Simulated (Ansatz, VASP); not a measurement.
## Al in VASP and in Ansatz

```xyz
2
Lattice="2.9307 0.0000 0.0000 -1.4653 2.5380 0.0000 0.0000 0.0000 4.7146" Properties=species:S:1:pos:R:3 pbc="T T T"
Al    0.0000    1.6920    1.1787
Al    1.4653    0.8460    3.5360
```

Alike in both runs: task single point; functional revPBE; k mesh 14 × 14 × 8; occupations fermi-dirac, width 0.1 eV; no spin polarisation.

```csv
,VASP,Ansatz
version,VASP 6.6.1,Ansatz 0.2.0
potentials or method,"VASP PAW PBE potentials, release 64 (Al), cutoff 520 eV","plane waves (420 eV) with PAW, scalar-relativistic"
valence electrons in the cell,6,6
```

|  | VASP | Ansatz | Ansatz less VASP |
| --- | --- | --- | --- |
| pressure (GPa) | -2.7 | -2.6 | +0.14 |
| traceless stress, the component that is largest in VASP (GPa) | 0.95 | 0.96 | +0.008 |

VASP's potentials were made for PBE, not for revPBE.
